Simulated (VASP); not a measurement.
A run of VASP 6.6.1 is set up as follows.

The input INCAR:

```
SYSTEM = CaO
PREC = Accurate
ENCUT = 520
EDIFF = 1E-7
ISMEAR = -1
SIGMA = 0.05
LREAL = Auto
LASPH = .True.
NELM = 80
ALGO = Normal
ISIF = 2
LWAVE = .False.
LCHARG = .False.
GGA = PE
NBANDS = 78
```

KPOINTS

```
regular mesh
0
Gamma
  2 2 1
  0 0 0
```

File POSCAR:

```
CaO
1.0
    6.9395460000      0.0000000000      0.0000000000
    3.4697730000      6.0098230000      0.0000000000
    0.0000000000      0.0000000000     17.2495870000
Ca O
8 8
Direct
    0.0000000000      0.0000000000      0.0579724025
    0.0000029021      0.4999980865      0.0579724025
    0.5000038907      0.0000000000      0.0579724025
    0.5000067929      0.4999980865      0.0579724025
    0.6872135096      0.7026829243      0.2014309096
    0.6556025822      0.2473117761      0.2588641687
    0.1594764940      0.7062437613      0.2720760793
    0.1770333980      0.1930006924      0.2608294332
    0.3265818958      0.8316883875      0.0876600698
    0.3132520468      0.3175634291      0.0320587386
    0.8410124536      0.8200407899     -0.0134495974
    0.8248570490      0.3105582311      0.0847092745
    1.0611310708      0.5038750725      0.2125384219
    1.0052805288      0.0516487757      0.2960650594
    0.5101835141      0.5828790632      0.2374723522
    0.5304979302      1.0264029407      0.2505277373
```

Potentials or basis: VASP PAW PBE potentials, release 64 (Ca_sv, O).

Launch:

```bash
$ cat potpaw_PBE.64/Ca_sv/POTCAR potpaw_PBE.64/O/POTCAR > POTCAR
$ mpirun -np 1 vasp_std > vasp.out
```

**Question.** Predict the band gap on the k mesh.

**Answer.** 1.54 eV.

**Question.** Estimate the largest force.

**Answer.** 3.829 eV/Å.

Forces in eV/Å, atoms in the order of the input:
```
Ca  -1.567 -2.779 -2.118
Ca  -1.055  1.364  0.096
Ca   1.397 -1.040 -0.953
Ca  -2.234 -0.393 -0.965
Ca   1.730  0.873 -0.661
Ca   0.770 -1.571  0.337
Ca   1.026  0.455  0.192
Ca   1.509 -0.480 -0.366
O    1.241  0.142  0.776
O    2.011  0.457 -0.631
O   -0.301  0.289  2.394
O    0.954  2.316  1.455
O   -0.477  1.421 -1.015
O   -2.231 -0.551  0.420
O   -3.164 -0.546  1.468
O    0.391  0.043 -0.429
```

Caveat: the k points lie up to 0.52 Å⁻¹ apart; the atoms stand as in a frame of molecular dynamics.
